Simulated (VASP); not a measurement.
# Ta (Im-3m) in VASP: further runs, part 2 of 2

VASP 6.6.1. Earlier steps stand in the parts before.

### 4 Single point, LDA

This run uses another cell than the first one, of 17.24 Å³/atom, 0.951 times its volume.

File INCAR:

```
SYSTEM = Ta
PREC = Accurate
ENCUT = 520
EDIFF = 1E-6
ISMEAR = -1
SIGMA = 0.15
LREAL = .FALSE.
LASPH = .TRUE.
NELM = 100
ALGO = Fast
ISIF = 2
LWAVE = .FALSE.
LCHARG = .TRUE.
LELF = .TRUE.
LVHAR = .TRUE.
NBANDS = 12
```

File KPOINTS:

```
Automatic mesh
0
G
  18 18 18
  0 0 0
```

File POSCAR:

```
Ta
1.0
   -1.6275256156      1.6275256156      1.6275256156
    1.6275256156     -1.6275256156      1.6275256156
    1.6275256156      1.6275256156     -1.6275256156
Ta
1
Direct
    0.0000000000      0.0000000000      0.0000000000
```

Potentials or basis: VASP PAW LDA potentials, release 64 (Ta_pv).

Command:

```sh
$ cat potpaw_LDA.64/Ta_pv/POTCAR > POTCAR
$ mpirun -np 1 vasp_std > vasp.out
```

OUTCAR:

```text
SYSTEM = Ta
   PREC = Accurate
   ENCUT = 520
   EDIFF = 1E-6
   ISMEAR = -1
   LREAL = .FALSE.
   LASPH = .TRUE.
   NELM = 100
   ISIF = 2

 ion  position               nearest neighbor table
   1  0.000  0.000  0.000-

  LATTYP: Found a body centered cubic cell.
 ALAT       =     3.2550512312

  Lattice vectors:

 A1 = (  -1.6275256156,   1.6275256156,   1.6275256156)
 A2 = (   1.6275256156,  -1.6275256156,   1.6275256156)
 A3 = (   1.6275256156,   1.6275256156,  -1.6275256156)

Analysis of symmetry for initial positions (statically):
=====================================================================
 Subroutine PRICEL returns:
 Original cell was already a primitive cell.

 Routine SETGRP: Setting up the symmetry group for a
 body centered cubic supercell.

 Subroutine GETGRP returns: Found 48 space group operations
 (whereof 48 operations were pure point group operations)
 out of a pool of 48 trial point group operations.

The static configuration has the point symmetry O_h .

Analysis of symmetry for dynamics (positions and initial velocities):
=====================================================================
 Subroutine PRICEL returns:
 Original cell was already a primitive cell.

 Routine SETGRP: Setting up the symmetry group for a
 body centered cubic supercell.

 Subroutine GETGRP returns: Found 48 space group operations
 (whereof 48 operations were pure point group operations)
 out of a pool of 48 trial point group operations.

The dynamic configuration has the point symmetry O_h .

 Subroutine INISYM returns: Found 48 space group operations
 (whereof 48 operations are pure point group operations),
 and found     1 'primitive' translations

----------------------------------------------------------------------------------------

                                     Primitive cell

  volume of cell :      17.2442

  direct lattice vectors                    reciprocal lattice vectors
    -1.627525616  1.627525616  1.627525616     0.000000000  0.307214827  0.307214827
     1.627525616 -1.627525616  1.627525616     0.307214827  0.000000000  0.307214827
     1.627525616  1.627525616 -1.627525616     0.307214827  0.307214827  0.000000000

  length of vectors
     2.818957057  2.818957057  2.818957057     0.434467375  0.434467375  0.434467375

  position of ions in fractional coordinates (direct lattice)
     0.000000000  0.000000000  0.000000000

  ion indices of the primitive-cell ions
   primitive index   ion index
                 1           1

----------------------------------------------------------------------------------------

 KPOINTS: Automatic mesh

Automatic generation of k-mesh.
 Grid dimensions read from file:
 generate k-points for:   18   18   18

 Generating k-lattice:

  Cartesian coordinates                     Fractional coordinates (reciprocal lattice)
     0.000000000  0.017067490  0.017067490     0.055555556  0.000000000  0.000000000
     0.017067490  0.000000000  0.017067490     0.000000000  0.055555556  0.000000000
     0.017067490  0.017067490  0.000000000     0.000000000  0.000000000  0.055555556

  Length of vectors
     0.024137076  0.024137076  0.024137076

  Shift w.r.t. Gamma in fractional coordinates (k-lattice)
     0.000000000  0.000000000  0.000000000

 Subroutine IBZKPT returns following result:
 ===========================================

 Found    195 irreducible k-points:

 Following reciprocal coordinates:
            Coordinates               Weight
  0.000000  0.000000  0.000000      1.000000
  0.055556  0.000000  0.000000     12.000000
  0.111111  0.000000  0.000000     12.000000
  0.166667  0.000000  0.000000     12.000000
  0.222222  0.000000  0.000000     12.000000
  0.277778  0.000000  0.000000     12.000000
[... 16 lines left out ...]
  0.333333  0.111111  0.000000     48.000000
  0.388889  0.111111  0.000000     48.000000
 [... further k-points ...]
   k-points           NKPTS =    195   k-points in BZ     NKDIM =    195   number of bands    NBANDS=     12
   number of dos      NEDOS =    301   number of ions     NIONS =      1
   total plane-waves  NPLWV =  13824
   dimension x,y,z NGX =    24 NGY =   24 NGZ =   24
   dimension x,y,z NGXF=    48 NGYF=   48 NGZF=   48
   ions per type =               1
   NGX,Y,Z   is equivalent  to a cutoff of  14.15, 14.15, 14.15 a.u.
   NGXF,Y,Z  is equivalent  to a cutoff of  28.31, 28.31, 28.31 a.u.
 SYSTEM =  Ta
   PREC   = accura    normal or accurate (medium, high low for compatibility)
   ISTART =      0    job   : 0-new  1-cont  2-samecut
   ICHARG =      2    charge: 1-file 2-atom 10-const
   ISPIN  =      1    spin polarized calculation?
   LNONCOLLINEAR =      F non collinear calculations
   LSORBIT =      F    spin-orbit coupling
   LASPH  =      T    aspherical Exc in radial PAW
   ENCUT  =  520.0 eV  38.22 Ry    6.18 a.u.   5.24  5.24  5.24*2*pi/ulx,y,z
   NELM   =    100;   NELMIN=  2; NELMDL= -5     # of ELM steps
   EDIFF  = 0.1E-05   stopping-criterion for ELM
   LREAL  =      F    real-space projection
   EDIFFG = 0.1E-04   stopping-criterion for IOM
   NSW    =      0    number of steps for IOM
   IBRION =     -1    ionic relax: 0-MD 1-quasi-New 2-CG
   NFREE  =      0    steps in history (QN), initial steepest desc. (CG)
   ISIF   =      2    stress and relaxation
   ISYM   =      2    0-nonsym 1-usesym 2-fastsym
   POTIM  = 0.5000    time-step for ionic-motion
   TEBEG  =    0.0;   TEEND  =   0.0 temperature during run
   PSTRESS=    0.0 pullay stress
   NELECT =      11.0000    total number of electrons
   NUPDOWN=      -1.0000    fix difference up-down
   EMIN   =  10.00;   EMAX   =-10.00  energy-range for DOS
   EFERMI =   0.00;   METHOD = LEGACY
   ISMEAR =    -1;   SIGMA  =   0.15  broadening in eV -4-tet -1-fermi 0-gaus
   EFERMI_NEDOS =   21; number of points for ismear=-14 and -15
   IALGO  =     68    algorithm
   IMIX   =      4    mixing-type and parameters
     AMIX     =   0.40;   BMIX     =  1.00
     AMIX_MAG =   1.60;   BMIX_MAG =  1.00
  volume/ion in A,a.u.               =      17.24       116.37
  Fermi-wavevector in a.u.,A,eV,Ry     =   1.409260  2.663116 27.021370  1.986015
  Thomas-Fermi vector in A             =   2.531334
   LORBIT       =      0    0 simple, 1 ext, 2 COOP (PROOUT), +10 PAW based schemes
   GGA     = CA    functional components
   LHFCALC =     F    Hartree Fock is set to
   AEXX    =    0.0000 exact exchange contribution
   IVDW    =     0    specifies the selected vdW correction
   LEPSILON=     F    determine dielectric tensor
   LRPA    =     F    only Hartree local field effects (RPA)
 non-spin polarized calculation
 RMM-DIIS sequential band-by-band and
  energy-cutoff  :      520.00
  volume of cell :       17.24
 maximum number of plane-waves:       478
 NGX is ok and might be reduce to    24
   NGX = 11   NGY = 11   NGZ = 11

 number of electron      11.0000000 magnetization

 Free energy of the ion-electron system (eV)
  ---------------------------------------------------
  ext. energy  EPLUGINS =         0.00000000
  ---------------------------------------------------
  free energy    TOTEN  =       -12.87496726 eV

  energy without entropy =      -12.78501765  energy(sigma->0) =      -12.82999246

 E-fermi :   5.7986     XC(G=0): -13.0177

 val. band max:        5.7963320911   @ k =  -0.2222   0.2222   0.1111
 cond. band min:       5.7998243017   @ k =   0.1667   0.0556   0.0000
 fundamental gap:      0.0034922106
 Fermi energy:         5.7985987490

 k-point     1 :       0.0000    0.0000    0.0000
  band No.  band energies     occupation
      1     -26.9562      2.00000
      2     -26.9562      2.00000
      3     -26.9562      2.00000
      4      -2.2383      2.00000
      5       6.4368      0.02800
      6       6.4368      0.02800
      7       6.4368      0.02800
      8       9.8517      0.00000
      9       9.8517      0.00000
     10      21.0437      0.00000
     11      21.0437      0.00000
     12      21.0437      0.00000
[... 331 lines left out ...]
 k-point    24 :       0.3889    0.1111    0.0000
  band No.  band energies     occupation
      1     -28.2497      2.00000
      2     -27.4371      2.00000
      3     -27.0273      2.00000
      4       1.6274      2.00000
      5       4.1909      1.99996
      6       6.6506      0.00680
      7       9.6250      0.00000
      8      10.9975      0.00000
      9      14.0694      0.00000
     10      17.8840      0.00000
     11      19.1460      0.00000
     12      19.6273      0.00000

 [... further k-points ...]

------------------------ aborting loop because EDIFF is reached ----------------------------------------

  FORCE on cell =-STRESS in cart. coord.  units (eV):
  Direction    XX          YY          ZZ          XY          YZ          ZX
  --------------------------------------------------------------------------------------
  -------------------------------------------------------------------------------------
  Total        0.0962590      0.0962590      0.0962590      0.0000000      0.0000000     -0.0000000
  in kB        8.9435175      8.9435175      8.9435175      0.0000000      0.0000000     -0.0000000
  external PRESSURE =       8.9435175 kB  Pullay stress =       0.0000000 kB

 VOLUME and BASIS-vectors are now :
 -----------------------------------------------------------------------------
  energy-cutoff  :      520.00
  volume of cell :       17.24
      direct lattice vectors                 reciprocal lattice vectors
    -1.627525616  1.627525616  1.627525616     0.000000000  0.307214827  0.307214827
     1.627525616 -1.627525616  1.627525616     0.307214827  0.000000000  0.307214827
     1.627525616  1.627525616 -1.627525616     0.307214827  0.307214827  0.000000000

 POSITION                                       TOTAL-FORCE (eV/Angst)
 -----------------------------------------------------------------------------------
      0.00000      0.00000      0.00000        -0.000000     -0.000000     -0.000000
 -----------------------------------------------------------------------------------
    total drift:                                0.000000      0.000000      0.000000

  FREE ENERGIE OF THE ION-ELECTRON SYSTEM (eV)
  ---------------------------------------------------
  free  energy   TOTEN  =       -12.8749672619 eV

  energy  without entropy=      -12.7850176494  energy(sigma->0) =      -12.82999246
```

OSZICAR:

```text
N       E                     dE             d eps       ncg     rms          rms(c)
DAV:   1     0.610584121907E+02    0.61058E+02   -0.61186E+03  4720   0.883E+02
DAV:   2    -0.123358579317E+02   -0.73394E+02   -0.71407E+02  5200   0.247E+02
DAV:   3    -0.133344214429E+02   -0.99856E+00   -0.99061E+00  5588   0.273E+01
DAV:   4    -0.133368161945E+02   -0.23948E-02   -0.23946E-02  5092   0.148E+00
DAV:   5    -0.133368231482E+02   -0.69538E-05   -0.69542E-05  5444   0.765E-02    0.145E+01
RMM:   6    -0.129842823455E+02    0.35254E+00   -0.23867E-01  4930   0.391E+00    0.706E+00
RMM:   7    -0.128762066355E+02    0.10808E+00   -0.23808E-01  5231   0.378E+00    0.311E-01
RMM:   8    -0.128749433261E+02    0.12633E-02   -0.86631E-03  5671   0.874E-01    0.252E-01
RMM:   9    -0.128749798989E+02   -0.36573E-04   -0.89989E-04  5860   0.277E-01    0.502E-02
RMM:  10    -0.128749671743E+02    0.12725E-04   -0.10224E-04  5799   0.104E-01    0.860E-03
RMM:  11    -0.128749670831E+02    0.91194E-07   -0.15299E-05  5727   0.393E-02    0.373E-03
RMM:  12    -0.128749672619E+02   -0.17879E-06   -0.16755E-06  4515   0.118E-02
   1 F= -.12874967E+02 E0= -.12829992E+02  d E =-.899496E-01
```

Wall time 26 s (1 thread of Intel Xeon Platinum 8259CL at 2.50GHz (Skylake/Cascade Lake), shared host); peak memory 0.16 GiB.

What came out:

```
Free energy : -12.8750 eV
Pressure    : 0.9 GPa
```

Caveat: spin-orbit coupling is left out, which moves the levels of the heavy elements.

### 5 Overview

```tsv
task	cell	k mesh	cutoff (eV)	smearing	gap on the mesh (eV)	pressure (GPa)
relaxation of cell and atoms	relaxed from a = 2.866 Å, angles 109.5°, 1 atom	8 × 8 × 8	600	gaussian 0.1 eV	none	-0.1
single point	a = 2.817 Å, angles 109.5°, 1 atom	16 × 16 × 16	520	gaussian 0.1 eV	none	0.8
single point	a = 2.819 Å, angles 109.5°, 1 atom	18 × 18 × 18	520	fermi-dirac 0.15 eV	none	0.9
```

Alike in all rows: level LDA; potentials or basis VASP PAW LDA potentials, release 64 (Ta_pv); no spin polarisation.

Caveats: spin-orbit coupling is left out, which moves the levels of the heavy elements.

Absolute energies hang on the potentials; compare differences alone.
